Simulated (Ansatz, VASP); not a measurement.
## Two plane-wave programs on Ga

```
Ga
1.0
     2.60831    0.00000    0.00000
     0.00000    2.60831    0.00000
     0.00000    0.00000    2.60831
Ga
1
Direct
  0.00000 0.00000 0.00000
```

Alike in both runs: task single point; functional PBE; k mesh 19 × 19 × 19; occupations fermi-dirac, width 0.1 eV; no spin polarisation.

|  | VASP | Ansatz |
| --- | --- | --- |
| version | VASP 6.6.1 | Ansatz 0.2.0 |
| potentials or method | VASP PAW PBE potentials, release 64 (Ga_d), cutoff 520 eV | plane waves (420 eV) with PAW, scalar-relativistic |
| valence electrons in the cell | 13 | 13 |

```tsv
	VASP	Ansatz	Ansatz less VASP
pressure (GPa)	8.1	8.0	-0.12
```
